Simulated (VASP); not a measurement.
# AlNi: relaxation of cell and atoms with PBE

The system is AlNi.

```xyz
2
Lattice="2.8943 0.0000 0.0000 0.0000 2.8943 0.0000 0.0000 0.0000 2.8901" Properties=species:S:1:pos:R:3 pbc="T T T"
Al    0.0000    0.0000    0.0000
Ni    1.4472    1.4472    1.4450
```

```json
{
 "Program": "VASP 6.6.1",
 "Task": "relaxation of cell and atoms",
 "Functional": "PBE",
 "Potentials or basis": "VASP PAW PBE potentials, release 64 (Al, Ni)",
 "Cutoff": "600 eV",
 "k mesh": "20 × 20 × 20",
 "Occupations": "fermi-dirac, width 0.15 eV",
 "Spin": "no spin polarisation",
 "Dipole correction": "no",
 "Further INCAR settings": "ALGO = Normal; EDIFF = 1e-07; IBRION = 2; EDIFFG = -0.001; NSW = 80; ISIF = 3"
}
```

```
Relaxed volume                        : 12.12 Å³/atom
Relaxed cell                          : a = 2.894 Å, b = 2.894 Å, c = 2.894 Å, α = 90.00°, β = 90.00°, γ = 90.00°
Space group after relaxing (to 0.1 Å) : Pm-3m (No. 221)
Energy gained by relaxing             : 0.0 meV/atom
Ionic steps                           : 13
Pressure after relaxing               : 0.0 GPa
Band gap on the k mesh                : zero (an odd number of electrons rules out a gap without spin polarisation)
```

Final structure:
```
Al Ni
1.0
     2.89411    0.00000    0.00000
     0.00000    2.89411    0.00000
     0.00000    0.00000    2.89408
Al Ni
1 1
Cartesian
  0.0000 0.0000 0.0000
  1.4471 1.4471 1.4470
```

Levels at points of the mesh, in eV from the Fermi level:
| k point | band 5 | band 6 | band 7 | band 8 | band 9 | band 10 |
| --- | --- | --- | --- | --- | --- | --- |
| (0.00, 0.00, 0.00) | -1.55 | -1.55 | 5.42 | 5.42 | 5.42 | 8.06 |
| (0.50, 0.00, 0.00) | -2.24 | -1.46 | -0.67 | 8.25 | 9.93 | 9.93 |
| (0.50, 0.50, 0.00) | -2.07 | -2.07 | -1.03 | 1.43 | 2.38 | 12.11 |
| (0.00, 0.00, 0.50) | -2.24 | -1.46 | -0.67 | 8.25 | 9.93 | 9.93 |
| (0.50, 0.00, 0.50) | -2.07 | -2.07 | -1.03 | 1.43 | 2.38 | 12.11 |
| (0.50, 0.50, 0.50) | -1.00 | 2.00 | 2.00 | 2.00 | 3.55 | 4.36 |

Run time: 18 min on 1 thread of Oxide Virtual Turin-like Processor, with other jobs on the host, peak memory 0.35 GiB.

Spin polarisation is off, so any magnetic state and its effect on volume and gap are missing.
